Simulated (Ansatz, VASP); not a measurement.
## BP: VASP beside Ansatz

```
CELL_PARAMETERS angstrom
0.00000 2.52426 2.26900
2.52426 0.00000 2.26900
2.52426 2.52426 0.00000
ATOMIC_POSITIONS crystal
B 0.00000 0.00000 0.00000
P 0.75000 0.75000 0.75000
```

Change from the starting cell: strain +0.1125 x Voigt [1, 1, 0, 0, 0, 0], atoms carried along.

Alike in both runs: task single point; functional PBE; k mesh 10 × 10 × 10; occupations gaussian, width 0.05 eV; no spin polarisation.

|  | VASP | Ansatz |
| --- | --- | --- |
| version | VASP 6.6.1 | Ansatz 0.2.0 |
| potentials or method | VASP PAW PBE potentials, release 64 (B, P), cutoff 520 eV | scalar-relativistic, plane waves, PAW |
| valence electrons in the cell | 8 | 8 |

Ansatz gave:

```
gap on the k mesh at the Fermi level (eV)                     : 0.15
least direct gap on the mesh (eV)                             : 2.26
pressure (GPa)                                                : -22.2
traceless stress, the component that is largest in VASP (GPa) : 13.39
```

Question: Which values does VASP return?

Answer: gap on the k mesh at the Fermi level (eV): 0.15; least direct gap on the mesh (eV): 2.25; pressure (GPa): -22.3; traceless stress, the component that is largest in VASP (GPa): 13.40.

The functional is the same, so the differences come from potentials, cutoffs and numerics.
